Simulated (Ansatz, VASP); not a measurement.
# TiSi2: VASP beside Ansatz

INCAR

```
SYSTEM = TiSi2
PREC     = Accurate       ! precision mode
ENCUT    = 520            ! plane-wave cutoff, eV
EDIFF    = 1E-7           ! SCF threshold, eV
ISMEAR   = -1             ! smearing method
SIGMA    = 0.05           ! smearing width, eV
LREAL    = .False.        ! projectors in reciprocal space
LASPH    = .True.         ! aspherical terms in the spheres
NELM     = 100            ! most SCF steps
ALGO     = Normal         ! electronic algorithm
ISIF     = 2              ! what is computed and relaxed
LWAVE    = .False.        ! write WAVECAR
LCHARG   = .False.        ! write CHGCAR
GGA      = PE             ! functional
NBANDS   = 29             ! bands
```

Contents of KPOINTS:

```
regular mesh
0
Gamma
  8 8 8
  0 0 0
```

POSCAR

```
TiSi2
1.0
    1.7651050250     -6.7592815350      0.0000000000
    1.7651050250      6.7592815350      0.0000000000
    0.0000000000      0.0000000000      3.5651739700
Ti Si
2 4
Direct
    0.1031180800      0.8968819200      0.2500000000
    0.8968819200      0.1031180800      0.7500000000
    0.7503148200      0.2496851800      0.2500000000
    0.2496851800      0.7503148200      0.7500000000
    0.4417485500      0.5582514500      0.2500000000
    0.5582514500      0.4417485500      0.7500000000
```

input.yaml

```yaml
crystal:
  lattice:
    - [1.765105025, -6.759281535, 0.0]
    - [1.765105025, 6.759281535, 0.0]
    - [0.0, 0.0, 3.56517397]
  atoms:
    - { symbol: Ti, position: [0.10311808, 0.89688192, 0.25] }
    - { symbol: Ti, position: [0.89688192, 0.10311808, 0.75] }
    - { symbol: Si, position: [0.75031482, 0.24968518, 0.25] }
    - { symbol: Si, position: [0.24968518, 0.75031482, 0.75] }
    - { symbol: Si, position: [0.44174855, 0.55825145, 0.25] }
    - { symbol: Si, position: [0.55825145, 0.44174855, 0.75] }
kpoints:
  mp_grid: { grid: [8, 8, 8] }
  band_path:
    path:
      - [0.0, 0.0, 0.0]
      - [0.2670482592, 0.2670482592, 0.0]
      - [0.0, 0.5, 0.0]
      - [0.0, 0.5, 0.5]
      - [0.2670482592, 0.2670482592, 0.5]
      - [0.0, 0.0, 0.5]
      - [0.0, 0.0, 0.0]
      - [-0.5, 0.5, 0.0]
    npoints: 8
scf:
  occupations: { method: fermi_dirac, width: 0.05 }
hamiltonian:
  xc: pbe
  pseudopotentials: { kind: all_electron, lapw: { basis_error: 0.002 } }
output:
  forces: true
  stress: true
  eigenvalues: true
```

Alike in both runs: functional PBE; k mesh 8 × 8 × 8; occupations fermi-dirac, width 0.05 eV; no spin polarisation.

|  | VASP | Ansatz |
| --- | --- | --- |
| version | VASP 6.6.1 | Ansatz 0.2.0 |
| potentials or method | VASP PAW PBE potentials, release 64 (Ti_sv, Si), cutoff 520 eV | all-electron LAPW, scalar-relativistic |
| task | single point | band structure |

Ansatz gave:

| Item | Value |
| --- | --- |
| gap on the k mesh at the Fermi level (eV) | none |
| pressure (GPa) | 1.8 |
| traceless stress, the component that is largest in VASP (GPa) | 0.30 |
| rms of the force components (eV/Å) | 0.064 |

Q: Estimate VASP's values.

A: gap on the k mesh at the Fermi level (eV): none; pressure (GPa): 1.8; traceless stress, the component that is largest in VASP (GPa): 0.30; rms of the force components (eV/Å): 0.060.

Atom by atom the forces differ by 0.003 eV/Å (rms over components). A gap of «none» marks a metal or a gap that the smearing closes. Ansatz ran all-electron here, and VASP with PAW potentials.
